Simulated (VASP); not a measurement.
# MgH2 (Fm-3m) in VASP: further runs, part 2 of 2

VASP 6.6.1. The steps go on from the part before.

## Step 3: Relaxation of cell and atoms, LDA

This run uses another cell than the first one, of 9.00 Å³/atom.

INCAR

```
SYSTEM = MgH2
  PREC = Accurate
  ENCUT = 600
  EDIFF = 1E-7
  ISMEAR = -1
  SIGMA = 0.02
  LREAL = .False.
  LASPH = .True.
  NELM = 120
  ALGO = Normal
  ISIF = 3
  LWAVE = .False.
  LCHARG = .False.
  IBRION = 2
  NSW = 60
  EDIFFG = -0.03
  GGA_COMPAT = .False.
  NELMIN = 4
```

KPOINTS

```
regular mesh
0
Gamma
  7 7 7
  0 0 0
```

POSCAR

```
MgH2
1.0
    0.0000000000      2.3810670000      2.3810670000
    2.3810670000      0.0000000000      2.3810670000
    2.3810670000      2.3810670000      0.0000000000
Mg H
1 2
Direct
    0.0000000000      0.0000000000      0.0000000000
    0.7500000000      0.7500000000      0.7500000000
    0.2500000000      0.2500000000      0.2500000000
```

Potentials or basis: VASP PAW LDA potentials, release 64 (Mg, H).

Started as:

```sh
> cat potpaw_LDA.64/Mg/POTCAR potpaw_LDA.64/H/POTCAR > POTCAR
> mpirun -np 1 vasp_std > vasp.out
```

OUTCAR:

```text
SYSTEM = MgH2
   PREC = Accurate
   ENCUT = 600
   EDIFF = 1E-7
   ISMEAR = -1
   LREAL = .False.
   LASPH = .True.
   NELM = 120
   ISIF = 3
   IBRION = 2
   NSW = 60
   EDIFFG = -0.03
   NELMIN = 4

 ion  position               nearest neighbor table
   1  0.000  0.000  0.000-   2 2.06   2 2.06   2 2.06   2 2.06   3 2.06   3 2.06   3 2.06   3 2.06

   2  0.750  0.750  0.750-   1 2.06   1 2.06   1 2.06   1 2.06
   3  0.250  0.250  0.250-   1 2.06   1 2.06   1 2.06   1 2.06

  LATTYP: Found a face centered cubic cell.
 ALAT       =     4.7621340000

  Lattice vectors:

 A1 = (   0.0000000000,   2.3810670000,   2.3810670000)
 A2 = (   2.3810670000,   0.0000000000,   2.3810670000)
 A3 = (   2.3810670000,   2.3810670000,   0.0000000000)

Analysis of symmetry for initial positions (statically):
=====================================================================
 Subroutine PRICEL returns:
 Original cell was already a primitive cell.

 Routine SETGRP: Setting up the symmetry group for a
 face centered cubic supercell.

 Subroutine GETGRP returns: Found 48 space group operations
 (whereof 48 operations were pure point group operations)
 out of a pool of 48 trial point group operations.

The static configuration has the point symmetry O_h .

Analysis of symmetry for dynamics (positions and initial velocities):
=====================================================================
 Subroutine PRICEL returns:
 Original cell was already a primitive cell.

 Routine SETGRP: Setting up the symmetry group for a
 face centered cubic supercell.

 Subroutine GETGRP returns: Found 48 space group operations
 (whereof 48 operations were pure point group operations)
 out of a pool of 48 trial point group operations.

The dynamic configuration has the point symmetry O_h .

 Subroutine INISYM returns: Found 48 space group operations
 (whereof 48 operations are pure point group operations),
 and found     1 'primitive' translations

----------------------------------------------------------------------------------------

                                     Primitive cell

  volume of cell :      26.9988

  direct lattice vectors                    reciprocal lattice vectors
     0.000000000  2.381067000  2.381067000    -0.209989891  0.209989891  0.209989891
     2.381067000  0.000000000  2.381067000     0.209989891 -0.209989891  0.209989891
     2.381067000  2.381067000  0.000000000     0.209989891  0.209989891 -0.209989891

  length of vectors
     3.367337244  3.367337244  3.367337244     0.363713160  0.363713160  0.363713160

  position of ions in fractional coordinates (direct lattice)
     0.000000000  0.000000000  0.000000000
     0.750000000  0.750000000  0.750000000
     0.250000000  0.250000000  0.250000000

  ion indices of the primitive-cell ions
   primitive index   ion index
                 1           1
                 2           2
                 3           3

----------------------------------------------------------------------------------------

 KPOINTS: regular mesh

Automatic generation of k-mesh.
 Grid dimensions read from file:
 generate k-points for:    7    7    7

 Generating k-lattice:

  Cartesian coordinates                     Fractional coordinates (reciprocal lattice)
    -0.029998556  0.029998556  0.029998556     0.142857143  0.000000000  0.000000000
     0.029998556 -0.029998556  0.029998556     0.000000000  0.142857143  0.000000000
     0.029998556  0.029998556 -0.029998556     0.000000000  0.000000000  0.142857143

  Length of vectors
     0.051959023  0.051959023  0.051959023

  Shift w.r.t. Gamma in fractional coordinates (k-lattice)
     0.000000000  0.000000000  0.000000000

 Subroutine IBZKPT returns following result:
 ===========================================

 Found     20 irreducible k-points:

 Following reciprocal coordinates:
            Coordinates               Weight
  0.000000  0.000000  0.000000      1.000000
  0.142857  0.000000  0.000000      8.000000
  0.285714  0.000000  0.000000      8.000000
  0.428571  0.000000  0.000000      8.000000
  0.142857  0.142857  0.000000      6.000000
  0.285714  0.142857  0.000000     24.000000
[... 12 lines left out ...]
 -0.428571  0.428571  0.142857     24.000000
 -0.285714  0.428571  0.142857     24.000000
   k-points           NKPTS =     20   k-points in BZ     NKDIM =     20   number of bands    NBANDS=      6
   number of dos      NEDOS =    301   number of ions     NIONS =      3
   total plane-waves  NPLWV =  21952
   dimension x,y,z NGX =    28 NGY =   28 NGZ =   28
   dimension x,y,z NGXF=    56 NGYF=   56 NGZF=   56
   ions per type =               1   2
   NGX,Y,Z   is equivalent  to a cutoff of  13.82, 13.82, 13.82 a.u.
   NGXF,Y,Z  is equivalent  to a cutoff of  27.65, 27.65, 27.65 a.u.
 SYSTEM =  MgH2
   PREC   = accura    normal or accurate (medium, high low for compatibility)
   ISTART =      0    job   : 0-new  1-cont  2-samecut
   ICHARG =      2    charge: 1-file 2-atom 10-const
   ISPIN  =      1    spin polarized calculation?
   LNONCOLLINEAR =      F non collinear calculations
   LSORBIT =      F    spin-orbit coupling
   LASPH  =      T    aspherical Exc in radial PAW
   ENCUT  =  600.0 eV  44.10 Ry    6.64 a.u.   6.73  6.73  6.73*2*pi/ulx,y,z
   NELM   =    120;   NELMIN=  4; NELMDL= -5     # of ELM steps
   EDIFF  = 0.1E-06   stopping-criterion for ELM
   LREAL  =      F    real-space projection
   EDIFFG = -.3E-01   stopping-criterion for IOM
   NSW    =     60    number of steps for IOM
   IBRION =      2    ionic relax: 0-MD 1-quasi-New 2-CG
   NFREE  =      1    steps in history (QN), initial steepest desc. (CG)
   ISIF   =      3    stress and relaxation
   ISYM   =      2    0-nonsym 1-usesym 2-fastsym
   POTIM  = 0.5000    time-step for ionic-motion
   TEBEG  =    0.0;   TEEND  =   0.0 temperature during run
   PSTRESS=    0.0 pullay stress
   NELECT =       4.0000    total number of electrons
   NUPDOWN=      -1.0000    fix difference up-down
   EMIN   =  10.00;   EMAX   =-10.00  energy-range for DOS
   EFERMI =   0.00;   METHOD = LEGACY
   ISMEAR =    -1;   SIGMA  =   0.02  broadening in eV -4-tet -1-fermi 0-gaus
   EFERMI_NEDOS =   21; number of points for ismear=-14 and -15
   IALGO  =     38    algorithm
   IMIX   =      4    mixing-type and parameters
     AMIX     =   0.40;   BMIX     =  1.00
     AMIX_MAG =   1.60;   BMIX_MAG =  1.00
  volume/ion in A,a.u.               =       9.00        60.73
  Fermi-wavevector in a.u.,A,eV,Ry     =   0.866257  1.636988 10.209818  0.750400
  Thomas-Fermi vector in A             =   1.984619
   LORBIT       =      0    0 simple, 1 ext, 2 COOP (PROOUT), +10 PAW based schemes
   GGA     = CA    functional components
   LHFCALC =     F    Hartree Fock is set to
   AEXX    =    0.0000 exact exchange contribution
   IVDW    =     0    specifies the selected vdW correction
   LEPSILON=     F    determine dielectric tensor
   LRPA    =     F    only Hartree local field effects (RPA)
 conjugate gradient relaxation of ions
 non-spin polarized calculation
  energy-cutoff  :      600.00
  volume of cell :       27.00
 maximum number of plane-waves:       914
   NGX = 13   NGY = 13   NGZ = 13

--------------------------------------- Ionic step        1  -------------------------------------------

 number of electron       4.0000000 magnetization

 Free energy of the ion-electron system (eV)
  ---------------------------------------------------
  ext. energy  EPLUGINS =         0.00000000
  ---------------------------------------------------
  free energy    TOTEN  =        -9.17468119 eV

  energy without entropy =       -9.17393572  energy(sigma->0) =       -9.17430846

------------------------ aborting loop because EDIFF is reached ----------------------------------------

  FORCE on cell =-STRESS in cart. coord.  units (eV):
  Direction    XX          YY          ZZ          XY          YZ          ZX
  --------------------------------------------------------------------------------------
  -------------------------------------------------------------------------------------
  Total       -0.7003042     -0.7003042     -0.7003042     -0.0000000     -0.0000000     -0.0000000
  in kB      -41.5577937    -41.5577937    -41.5577937     -0.0000000     -0.0000000     -0.0000000
  external PRESSURE =     -41.5577937 kB  Pullay stress =       0.0000000 kB
[... 59 lines left out ...]
  energy  without entropy=       -9.1923534312  energy(sigma->0) =       -9.19265637

--------------------------------------- Ionic step        3  -------------------------------------------

 number of electron       3.9999999 magnetization

 Free energy of the ion-electron system (eV)
  ---------------------------------------------------
  ext. energy  EPLUGINS =         0.00000000
  ---------------------------------------------------
  free energy    TOTEN  =        -9.19973491 eV

  energy without entropy =       -9.19921806  energy(sigma->0) =       -9.19947649

 E-fermi :   3.3092     XC(G=0):  -9.5357

 val. band max:        2.8404608689   @ k =  -0.4286   0.4286   0.0000
 cond. band min:       3.3098320737   @ k =   0.4286   0.4286   0.0000
 fundamental gap:      0.4693712048
 Fermi energy:         3.3092212844

 k-point     1 :       0.0000    0.0000    0.0000
  band No.  band energies     occupation
      1      -7.2750      2.00000
      2       4.4378      0.00000
      3      12.5918      0.00000
      4      12.5918      0.00000
      5      12.5918      0.00000
      6      15.3724      0.00000

 k-point     2 :       0.1429    0.0000    0.0000
  band No.  band energies     occupation
      1      -6.8828      2.00000
      2       3.4900      0.00024
      3      11.2649      0.00000
      4      12.1599      0.00000
      5      12.1599      0.00000
      6      14.9733      0.00000
[... 190 lines left out ...]
  FREE ENERGIE OF THE ION-ELECTRON SYSTEM (eV)
  ---------------------------------------------------
  free  energy   TOTEN  =        -9.1997349148 eV

  energy  without entropy=       -9.1992180618  energy(sigma->0) =       -9.19947649

 reached required accuracy - stopping structural energy minimisation
```

Wall time 4.5 s (1 thread of Intel Xeon 6975P-C (Granite Rapids), shared host); peak memory 0.14 GiB.

What came out:

- Free energy: -9.1997 eV
- Relaxed volume: 8.41 Å³/atom
- Relaxed cell: a = 3.293 Å, b = 3.293 Å, c = 3.293 Å, α = 60.00°, β = 60.00°, γ = 60.00°
- Space group after relaxing (to 0.1 Å): Fm-3m (No. 225)
- Energy gained by relaxing: 8.4 meV/atom
- Ionic steps: 3
- Pressure after relaxing: -0.2 GPa
- Band gap on the k mesh: zero (bands 2 and 3 overlap by 1.60 eV)

The path:
```tsv
step	energy change (eV)	largest force (eV/Å)	pressure (GPa)	volume (Å³)
1	0.0000	0.0000	-4.16	27.00
2	-0.0183	0.0000	-2.29	26.10
3	-0.0251	0.0000	-0.20	25.24
```

Final structure:
```xyz
3
Lattice="0.0000 2.3283 2.3283 2.3283 0.0000 2.3283 2.3283 2.3283 0.0000" Properties=species:S:1:pos:R:3 pbc="T T T"
Mg    0.0000    0.0000    0.0000
H     3.4924    3.4924    3.4924
H     1.1641    1.1641    1.1641
```
